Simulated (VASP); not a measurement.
PbSe:

```xyz
4
Lattice="5.3294 0.0000 0.0000 -2.6647 4.4809 0.0000 0.0000 0.0000 6.2148" Properties=species:S:1:pos:R:3 pbc="T T T"
Pb    0.0000    2.9756   -0.4260
Pb    2.6647    1.5053    2.6813
Se    0.0000    2.9777    2.7566
Se    2.6647    1.5032    5.8640
```

This cell differs from its parent crystal: uniaxial x strain +3.0%.

Base run:

- Program: VASP 6.6.1
- Functional: PBE
- Potentials or basis: VASP PAW PBE potentials, release 64 (Pb_d, Se)
- Cutoff: 520 eV
- k mesh: 6 × 6 × 4
- Occupations: fermi-dirac, width 0.02 eV
- Spin: no spin polarisation

Its results: band gap on the k mesh 1.26 eV; pressure -0.2 GPa.

Q: The run is repeated on the same cell with these changes: functional from PBE to r2SCAN; occupations from fermi-dirac, width 0.02 eV to gaussian, width 0.01 eV. What comes out?

A: Band gap on the k mesh 1.58 eV; pressure -1.0 GPa.

Caveats: spin-orbit coupling is left out, which moves the levels of the heavy elements; the PAW data sets were made with another functional, which shifts forces and pressure a little (at least some runs).

A k mesh can miss the band edges.
